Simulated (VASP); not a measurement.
The system is Mo.

```xyz
1
Lattice="-1.5838 1.5838 1.5838 1.5838 -1.5838 1.5838 1.5838 1.5838 -1.5838" Properties=species:S:1:pos:R:3 pbc="T T T"
Mo    0.0000    0.0000    0.0000
```

- Program: VASP 6.6.1
- Task: relaxation of cell and atoms
- Functional: PBEsol
- Potentials or basis: VASP PAW PBE potentials, release 64 (Mo_sv)
- Cutoff: 600 eV
- k mesh: 8 × 8 × 8
- Occupations: gaussian, width 0.1 eV
- Spin: no spin polarisation

At the start: pressure -8.3 GPa; volume 15.89 Å³/atom.

How do energy, volume and symmetry change on relaxing?

Over 3 steps the energy falls by 13.7 meV/atom and the volume is 15.40 Å³/atom (-3.1 %); space group Im-3m (No. 229, to 0.05 Å).

The path:
| step | energy change (eV) | largest force (eV/Å) | pressure (GPa) | volume (Å³) |
| --- | --- | --- | --- | --- |
| 1 | 0.0000 | 0.0000 | -8.31 | 15.89 |
| 2 | 0.0974 | 0.0000 | 29.35 | 14.07 |
| 3 | -0.0137 | 0.0000 | -0.34 | 15.40 |

Final structure:
```
Mo
1.0
    -1.56726    1.56726    1.56726
     1.56726   -1.56726    1.56726
     1.56726    1.56726   -1.56726
Mo
1
Direct
  0.00000 0.00000 0.00000
```

Caveat: the PAW data sets were made with another functional, which shifts forces and pressure a little.
